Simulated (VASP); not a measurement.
# TaN (Fm-3m) in VASP: settings compared

The runs below take TaN through single point, with PBEsol, LDA.

Everything below comes from runs of VASP 6.6.1. Logs are shortened: lines on timing, memory, paths and dates and some standing lists are left out, and cuts for length are marked.

## 1. The cell of the first run

Symmetry: Fm-3m, No. 225, cubic system. Conventional cell: a = 4.423 Å, b = 4.423 Å, c = 4.423 Å, α = 90.00°, β = 90.00°, γ = 90.00°. Within 2.9 Å of Ta (site symmetry m-3m) lie 6 N at 2.21 Å. N (site symmetry m-3m) has 6 Ta at 2.21 Å within 2.9 Å.

## 2. Single point, PBEsol, non-collinear spin, zero start, spin-orbit coupling

The input, INCAR:

```
SYSTEM = TaN
ALGO = Normal
EDIFF = 1E-6
ENCUT = 520
GGA = PS
GGA_COMPAT = .FALSE.
ISIF = 2
ISMEAR = -1
LASPH = .TRUE.
LCHARG = .TRUE.
LMAXMIX = 4
LORBIT = 11
LORBMOM = .TRUE.
LREAL = .FALSE.
LSORBIT = .TRUE.
LVHAR = .TRUE.
LWAVE = .FALSE.
MAGMOM = 0 0 0 0 0 0
NBANDS = 28
NELM = 150
PREC = Accurate
SIGMA = 0.05
```

The input, KPOINTS:

```
k-points
0
G
  7 7 7
  0 0 0
```

The input, POSCAR:

```
TaN
1.0
    0.0000000000      2.2113230000      2.2113230000
    2.2113230000      0.0000000000      2.2113230000
    2.2113230000      2.2113230000      0.0000000000
Ta N
1 1
Direct
    0.5000000000      0.5000000000      0.5000000000
    0.0000000000      0.0000000000      0.0000000000
```

Potentials or basis: VASP PAW PBE potentials, release 64 (Ta_pv, N).

On the command line:

```sh
$ cat potpaw_PBE.64/Ta_pv/POTCAR potpaw_PBE.64/N/POTCAR > POTCAR
$ mpirun -np 1 vasp_ncl > vasp.out
```

OUTCAR:

```text
SYSTEM = TaN
   EDIFF = 1E-6
   ENCUT = 520
   GGA = PS
   ISIF = 2
   ISMEAR = -1
   LASPH = .TRUE.
   LORBIT = 11
   LREAL = .FALSE.
   LSORBIT = .TRUE.
   NELM = 150
   PREC = Accurate

 ion  position               nearest neighbor table
   1  0.500  0.500  0.500-   2 2.21   2 2.21   2 2.21   2 2.21   2 2.21   2 2.21
   2  0.000  0.000  0.000-   1 2.21   1 2.21   1 2.21   1 2.21   1 2.21   1 2.21

  LATTYP: Found a face centered cubic cell.
 ALAT       =     4.4226460000

  Lattice vectors:

 A1 = (   0.0000000000,   2.2113230000,   2.2113230000)
 A2 = (   2.2113230000,   0.0000000000,   2.2113230000)
 A3 = (   2.2113230000,   2.2113230000,   0.0000000000)

Analysis of symmetry for initial positions (statically):
=====================================================================
 Subroutine PRICEL returns:
 Original cell was already a primitive cell.

 Routine SETGRP: Setting up the symmetry group for a
 face centered cubic supercell.

 Subroutine GETGRP returns: Found 48 space group operations
 (whereof 48 operations were pure point group operations)
 out of a pool of 48 trial point group operations.

The static configuration has the point symmetry O_h .

Analysis of symmetry for dynamics (positions and initial velocities):
=====================================================================
 Subroutine PRICEL returns:
 Original cell was already a primitive cell.

 Routine SETGRP: Setting up the symmetry group for a
 face centered cubic supercell.

 Subroutine GETGRP returns: Found 48 space group operations
 (whereof 48 operations were pure point group operations)
 out of a pool of 48 trial point group operations.

The dynamic configuration has the point symmetry O_h .

Analysis of structural, dynamic, and magnetic symmetry:
=====================================================================
 Subroutine PRICEL returns:
 Original cell was already a primitive cell.

 Routine SETGRP: Setting up the symmetry group for a
 face centered cubic supercell.

 Subroutine GETGRP returns: Found 48 space group operations
 (whereof 48 operations were pure point group operations)
 out of a pool of 48 trial point group operations.

The overall configuration has the point symmetry O_h .

 Subroutine INISYM returns: Found 48 space group operations
 (whereof 48 operations are pure point group operations),
 and found     1 'primitive' translations

----------------------------------------------------------------------------------------

                                     Primitive cell

  volume of cell :      21.6265

  direct lattice vectors                    reciprocal lattice vectors
     0.000000000  2.211323000  2.211323000    -0.226108985  0.226108985  0.226108985
     2.211323000  0.000000000  2.211323000     0.226108985 -0.226108985  0.226108985
     2.211323000  2.211323000  0.000000000     0.226108985  0.226108985 -0.226108985

  length of vectors
     3.127282977  3.127282977  3.127282977     0.391632251  0.391632251  0.391632251

  position of ions in fractional coordinates (direct lattice)
     0.500000000  0.500000000  0.500000000
     0.000000000  0.000000000  0.000000000

  ion indices of the primitive-cell ions
   primitive index   ion index
                 1           1
                 2           2

----------------------------------------------------------------------------------------

 KPOINTS: k-points

Automatic generation of k-mesh.
 Grid dimensions read from file:
 generate k-points for:    7    7    7

 Generating k-lattice:

[... 87 lines left out ...]
  energy-cutoff  :      520.00
  volume of cell :       21.63
 maximum number of plane-waves:      1184
   NGX = 11   NGY = 11   NGZ = 11

 number of electron      16.0000004 magnetization       0.0000000      0.0000000      0.0000000

 number of electron      16.0000003 magnetization      -0.0000000      0.0000000     -0.0000000

 number of electron      16.0000003 magnetization       0.0000000     -0.0000000      0.0000000

 Free energy of the ion-electron system (eV)
  ---------------------------------------------------
  ext. energy  EPLUGINS =         0.00000000
  ---------------------------------------------------
  free energy    TOTEN  =       -23.89968425 eV

  energy without entropy =      -23.89370480  energy(sigma->0) =      -23.89669453

 E-fermi :   9.1287     XC(G=0): -13.4980

 val. band max:        9.0337424434   @ k =  -0.2857   0.1429   0.0000
 cond. band min:       9.1307333630   @ k =   0.2857   0.0000   0.0000
 fundamental gap:      0.0969909196
 Fermi energy:         9.1287165994

 k-point     1 :       0.0000    0.0000    0.0000
  band No.  band energies     occupation
      1     -31.9730      1.00000
      2     -31.9730      1.00000
      3     -24.0715      1.00000
      4     -24.0715      1.00000
      5     -24.0715      1.00000
      6     -24.0715      1.00000
[... 609 lines left out ...]
     27      20.2534      0.00000
     28      20.2534      0.00000

------------------------ aborting loop because EDIFF is reached ----------------------------------------

  FORCE on cell =-STRESS in cart. coord.  units (eV):
  Direction    XX          YY          ZZ          XY          YZ          ZX
  --------------------------------------------------------------------------------------
  -------------------------------------------------------------------------------------
  Total       -1.2593337     -1.2593337     -1.2593337     -0.0000000     -0.0000000     -0.0000000
  in kB      -93.2963964    -93.2963964    -93.2963964     -0.0000000     -0.0000000     -0.0000000
  external PRESSURE =     -93.2963964 kB  Pullay stress =       0.0000000 kB

 VOLUME and BASIS-vectors are now :
 -----------------------------------------------------------------------------
  energy-cutoff  :      520.00
  volume of cell :       21.63
      direct lattice vectors                 reciprocal lattice vectors
     0.000000000  2.211323000  2.211323000    -0.226108985  0.226108985  0.226108985
     2.211323000  0.000000000  2.211323000     0.226108985 -0.226108985  0.226108985
     2.211323000  2.211323000  0.000000000     0.226108985  0.226108985 -0.226108985

 POSITION                                       TOTAL-FORCE (eV/Angst)
 -----------------------------------------------------------------------------------
      2.21132      2.21132      2.21132         0.000000      0.000000      0.000000
      0.00000      0.00000      0.00000        -0.000000     -0.000000     -0.000000
 -----------------------------------------------------------------------------------
    total drift:                               -0.000000     -0.000000     -0.000000

  FREE ENERGIE OF THE ION-ELECTRON SYSTEM (eV)
  ---------------------------------------------------
  free  energy   TOTEN  =       -23.8996842472 eV

  energy  without entropy=      -23.8937048037  energy(sigma->0) =      -23.89669453

 orbital moment (x)

 # of ion     p       d       tot
 ----------------------------------------
  1         0.000   0.000   0.000
  2         0.000   0.000   0.000
 ----------------------------------------
            0.000   0.000   0.000

 orbital moment (y)

 # of ion     p       d       tot
 ----------------------------------------
  1         0.000  -0.000  -0.000
  2         0.000   0.000   0.000
 ----------------------------------------
            0.000  -0.000  -0.000

 orbital moment (z)

 # of ion     p       d       tot
 ----------------------------------------
  1         0.000   0.000   0.000
  2         0.000   0.000   0.000
 ----------------------------------------
            0.000   0.000   0.000

 Spin-Orbit-Coupling matrix elements

 Ion:    1  E_soc:     -1.3466116
 l=   1
     0.0000000    -0.2037526    -0.2037526
    -0.2037526     0.0000000    -0.2037526
    -0.2037526    -0.2037526     0.0000000
 l=   2
     0.0000000    -0.0067506     0.0000000    -0.0067506    -0.0139320
    -0.0067506     0.0000000    -0.0104490    -0.0067506    -0.0034830
     0.0000000    -0.0104490     0.0000000    -0.0104490     0.0000000
    -0.0067506    -0.0067506    -0.0104490     0.0000000    -0.0034830
    -0.0139320    -0.0034830     0.0000000    -0.0034830     0.0000000
 l=   3
     0.0000000     0.0000000     0.0000000     0.0000000     0.0000000     0.0000000     0.0000000
     0.0000000     0.0000000     0.0000000     0.0000000     0.0000000     0.0000000     0.0000000
     0.0000000     0.0000000     0.0000000     0.0000000     0.0000000     0.0000000     0.0000000
     0.0000000     0.0000000     0.0000000     0.0000000     0.0000000     0.0000000     0.0000000
     0.0000000     0.0000000     0.0000000     0.0000000     0.0000000     0.0000000     0.0000000
     0.0000000     0.0000000     0.0000000     0.0000000     0.0000000     0.0000000     0.0000000
     0.0000000     0.0000000     0.0000000     0.0000000     0.0000000     0.0000000     0.0000000

 Ion:    2  E_soc:     -0.0004457
 l=   1
     0.0000000    -0.0000743    -0.0000743
    -0.0000743     0.0000000    -0.0000743
    -0.0000743    -0.0000743     0.0000000
 l=   2
     0.0000000     0.0000000     0.0000000     0.0000000     0.0000000
     0.0000000     0.0000000     0.0000000     0.0000000     0.0000000
     0.0000000     0.0000000     0.0000000     0.0000000     0.0000000
     0.0000000     0.0000000     0.0000000     0.0000000     0.0000000
     0.0000000     0.0000000     0.0000000     0.0000000     0.0000000
 l=   3
     0.0000000     0.0000000     0.0000000     0.0000000     0.0000000     0.0000000     0.0000000
     0.0000000     0.0000000     0.0000000     0.0000000     0.0000000     0.0000000     0.0000000
     0.0000000     0.0000000     0.0000000     0.0000000     0.0000000     0.0000000     0.0000000
     0.0000000     0.0000000     0.0000000     0.0000000     0.0000000     0.0000000     0.0000000
     0.0000000     0.0000000     0.0000000     0.0000000     0.0000000     0.0000000     0.0000000
     0.0000000     0.0000000     0.0000000     0.0000000     0.0000000     0.0000000     0.0000000
     0.0000000     0.0000000     0.0000000     0.0000000     0.0000000     0.0000000     0.0000000

 total charge

# of ion       s       p       d       tot
------------------------------------------
    1        0.271   6.215   2.432   8.918
    2        1.221   2.515   0.000   3.736
--------------------------------------------------
tot          1.492   8.730   2.432  12.654

 magnetization (x)

# of ion       s       p       d       tot
------------------------------------------
    1        0.000   0.000  -0.000  -0.000
    2        0.000   0.000   0.000   0.000
--------------------------------------------------
tot          0.000   0.000  -0.000   0.000

 magnetization (y)

# of ion       s       p       d       tot
------------------------------------------
    1        0.000   0.000   0.000   0.000
    2        0.000   0.000   0.000   0.000
--------------------------------------------------
tot          0.000   0.000   0.000   0.000

 magnetization (z)

# of ion       s       p       d       tot
------------------------------------------
    1        0.000  -0.000  -0.000  -0.000
    2       -0.000  -0.000   0.000  -0.000
--------------------------------------------------
tot         -0.000  -0.000  -0.000  -0.000
```

Wall time 44 s (1 thread of AMD EPYC 7R43 (Zen 3), shared host); peak memory 0.16 GiB.

Results:

* Free energy: -23.8997 eV
* Pressure: -9.3 GPa
* Net moment: 0.00 μB per cell
* Valence electrons inside the program's atomic spheres: Ta 8.92; N 3.74

Moments on the atoms (μB; x, y, z):
```
Ta  0.00 0.00 0.00
N   0.00 0.00 0.00
```

Caveat: the PAW data sets were made with another functional, which shifts forces and pressure a little.

## 3. Single point, LDA

This run uses another cell than the first one, of 11.03 Å³/atom, 1.020 times its volume.

The input, INCAR:

```
  ALGO = Normal
  EDIFF = 1E-6
  ENCUT = 600
  GGA_COMPAT = F
  ISIF = 2
  ISMEAR = -1
  LASPH = T
  LCHARG = F
  LREAL = F
  LWAVE = F
  NBANDS = 15
  NELM = 120
  PREC = Accurate
  SIGMA = 0.05
```

The input, KPOINTS:

```
k-points
0
Gamma
  10 10 10
```

The input, POSCAR:

```
TaN
1.0
    0.0000000000      2.2259679500      2.2259679500
    2.2259679500      0.0000000000      2.2259679500
    2.2259679500      2.2259679500      0.0000000000
Ta N
1 1
Direct
    0.5000000000      0.5000000000      0.5000000000
    0.0000000000      0.0000000000      0.0000000000
```

Potentials or basis: VASP PAW LDA potentials, release 64 (Ta_pv, N).

On the command line:

```sh
$ cat potpaw_LDA.64/Ta_pv/POTCAR potpaw_LDA.64/N/POTCAR > POTCAR
$ mpirun -np 1 vasp_std > vasp.out
```

OUTCAR:

```text
EDIFF = 1E-6
   ENCUT = 600
   ISIF = 2
   ISMEAR = -1
   LASPH = T
   LREAL = F
   NELM = 120
   PREC = Accurate

 ion  position               nearest neighbor table
   1  0.500  0.500  0.500-   2 2.23   2 2.23   2 2.23   2 2.23   2 2.23   2 2.23
   2  0.000  0.000  0.000-   1 2.23   1 2.23   1 2.23   1 2.23   1 2.23   1 2.23

  LATTYP: Found a face centered cubic cell.
 ALAT       =     4.4519359000

  Lattice vectors:

 A1 = (   0.0000000000,   2.2259679500,   2.2259679500)
 A2 = (   2.2259679500,   0.0000000000,   2.2259679500)
 A3 = (   2.2259679500,   2.2259679500,   0.0000000000)

Analysis of symmetry for initial positions (statically):
=====================================================================
 Subroutine PRICEL returns:
 Original cell was already a primitive cell.

 Routine SETGRP: Setting up the symmetry group for a
 face centered cubic supercell.

 Subroutine GETGRP returns: Found 48 space group operations
 (whereof 48 operations were pure point group operations)
 out of a pool of 48 trial point group operations.

[... 174 lines left out ...]
      4      -9.3227      2.00000
      5       5.3221      2.00000
      6       5.3221      2.00000
      7       5.3221      2.00000
      8       6.9377      2.00000
      9       6.9377      2.00000
     10       6.9377      2.00000
     11       8.9562      1.37505
     12       8.9562      1.37505
     13      10.3923      0.00000
     14      18.4493      0.00000
[... 401 lines left out ...]
      2     -26.8806      2.00000
      3     -26.8578      2.00000
      4      -7.7953      2.00000
      5       1.2757      2.00000
      6       3.3075      2.00000
      7       3.9574      2.00000
      8       5.2715      2.00000
      9      10.9688      0.00000
     10      11.7162      0.00000
     11      11.7913      0.00000
     12      12.6372      0.00000
     13      16.9704      0.00000
     14      19.2517      0.00000
     15      20.2936      0.00000

 [... further k-points ...]

------------------------ aborting loop because EDIFF is reached ----------------------------------------

  FORCE on cell =-STRESS in cart. coord.  units (eV):
  Direction    XX          YY          ZZ          XY          YZ          ZX
  --------------------------------------------------------------------------------------
  -------------------------------------------------------------------------------------
  Total       -2.9328647     -2.9328647     -2.9328647      0.0000000     -0.0000000      0.0000000
  in kB     -213.0177974   -213.0177974   -213.0177974      0.0000000     -0.0000000      0.0000000
  external PRESSURE =    -213.0177974 kB  Pullay stress =       0.0000000 kB

 VOLUME and BASIS-vectors are now :
 -----------------------------------------------------------------------------
  energy-cutoff  :      600.00
  volume of cell :       22.06
      direct lattice vectors                 reciprocal lattice vectors
     0.000000000  2.225967950  2.225967950    -0.224621383  0.224621383  0.224621383
     2.225967950  0.000000000  2.225967950     0.224621383 -0.224621383  0.224621383
     2.225967950  2.225967950  0.000000000     0.224621383  0.224621383 -0.224621383

 POSITION                                       TOTAL-FORCE (eV/Angst)
 -----------------------------------------------------------------------------------
      2.22597      2.22597      2.22597         0.000000      0.000000      0.000000
      0.00000      0.00000      0.00000        -0.000000     -0.000000     -0.000000
 -----------------------------------------------------------------------------------
    total drift:                                0.000000      0.000000      0.000000

  FREE ENERGIE OF THE ION-ELECTRON SYSTEM (eV)
  ---------------------------------------------------
  free  energy   TOTEN  =       -24.0673586694 eV

  energy  without entropy=      -24.0606722711  energy(sigma->0) =      -24.06401547
```

OSZICAR:

```text
N       E                     dE             d eps       ncg     rms          rms(c)
DAV:   1     0.944070755269E+02    0.94407E+02   -0.96756E+03  1410   0.125E+03
DAV:   2    -0.240933782985E+02   -0.11850E+03   -0.11112E+03  1767   0.313E+02
DAV:   3    -0.270773954730E+02   -0.29840E+01   -0.29701E+01  1536   0.445E+01
DAV:   4    -0.270883970340E+02   -0.11002E-01   -0.10997E-01  1852   0.303E+00
DAV:   5    -0.270884839344E+02   -0.86900E-04   -0.86900E-04  1578   0.228E-01    0.222E+01
DAV:   6    -0.242469277248E+02    0.28416E+01   -0.59344E+00  1537   0.259E+01    0.917E+00
DAV:   7    -0.241136630298E+02    0.13326E+00   -0.42513E-01  1704   0.549E+00    0.631E+00
DAV:   8    -0.240717434311E+02    0.41920E-01   -0.17995E-01  1515   0.350E+00    0.123E+00
DAV:   9    -0.240675906226E+02    0.41528E-02   -0.13066E-02  1550   0.927E-01    0.254E-01
DAV:  10    -0.240673681250E+02    0.22250E-03   -0.77124E-04  1641   0.273E-01    0.400E-02
DAV:  11    -0.240673585259E+02    0.95991E-05   -0.25882E-05  1550   0.583E-02    0.170E-02
DAV:  12    -0.240673586694E+02   -0.14354E-06   -0.70551E-07   999   0.945E-03
   1 F= -.24067359E+02 E0= -.24064015E+02  d E =-.668640E-02
```

Run time: 11 s. Hardware: 1 thread of AMD EPYC 9R45 (Zen 5), shared host; peak memory 0.12 GiB.

Results:

```yaml
Free_energy: -24.0674 eV
Pressure: -21.3 GPa
Band_gap_on_the_k_mesh: zero (band 8 reaches 10.74 eV, above the bottom of band 9 at 6.94 eV)
```

Caveat: spin-orbit coupling is left out, which moves the levels of the heavy elements.

## 4. Single point, LDA

This run uses another cell than the first one, of 11.25 Å³/atom, 1.040 times its volume.

The input, INCAR:

```
ALGO = Normal
EDIFF = 1E-6
ENCUT = 600
GGA = CA
GGA_COMPAT = F
ISIF = 2
ISMEAR = -1
LASPH = T
LCHARG = F
LREAL = F
LWAVE = F
NBANDS = 15
NELM = 120
PREC = Accurate
SIGMA = 0.05
```

KPOINTS is that of step 3.

The input, POSCAR:

```
TaN
1.0
    0.0000000000      2.2404226923      2.2404226923
    2.2404226923      0.0000000000      2.2404226923
    2.2404226923      2.2404226923      0.0000000000
Ta N
1 1
Direct
    0.5000000000      0.5000000000      0.5000000000
    0.0000000000      0.0000000000      0.0000000000
```

On the command line:

```sh
$ cat potpaw_LDA.64/Ta_pv/POTCAR potpaw_LDA.64/N/POTCAR > POTCAR
$ mpirun -np 1 vasp_std > vasp.out
```

Run time: 11 s. Hardware: 1 thread of AMD EPYC 9R45 (Zen 5), shared host; peak memory 0.12 GiB.

It converged, with:

| Quantity | Value |
| --- | --- |
| Free energy | -24.0032 eV |
| Pressure | -26.4 GPa |
| Band gap on the k mesh | zero (band 8 reaches 10.46 eV, above the bottom of band 9 at 6.77 eV) |

Levels at points of the mesh, in eV from the Fermi level:
```tsv
k point	band 6	band 7	band 8	band 9	band 10	band 11
(0.00, 0.00, 0.00)	-3.62	-3.62	-2.01	-2.01	-2.01	-0.04
(0.50, 0.00, 0.00)	-7.18	-7.18	1.68	1.68	1.80	3.75
(0.50, 0.50, 0.00)	-5.12	-4.44	-4.44	1.84	3.19	3.19
```

Caveat: spin-orbit coupling is left out, which moves the levels of the heavy elements.

## 5. Overview

```tsv
level	potentials or basis	spin	cell	k mesh	cutoff (eV)	gap on the mesh (eV)	pressure (GPa)
PBEsol	VASP PAW PBE potentials, release 64 (Ta_pv, N)	non-collinear, zero start, SOC	a = 3.127 Å, angles 60.0°, 2 atoms	7 × 7 × 7	520	-	-9.3
LDA	VASP PAW LDA potentials, release 64 (Ta_pv, N)	off	a = 3.148 Å, angles 60.0°, 2 atoms	10 × 10 × 10	600	none	-21.3
LDA	VASP PAW LDA potentials, release 64 (Ta_pv, N)	off	a = 3.168 Å, angles 60.0°, 2 atoms	10 × 10 × 10	600	none	-26.4
```

Alike in all rows: task single point; smearing fermi-dirac 0.05 eV.

Caveats: spin-orbit coupling is left out, which moves the levels of the heavy elements (some runs); the PAW data sets were made with another functional, which shifts forces and pressure a little (some runs).

Total energies depend on the potentials used, so only differences within one code and one set of settings carry meaning.
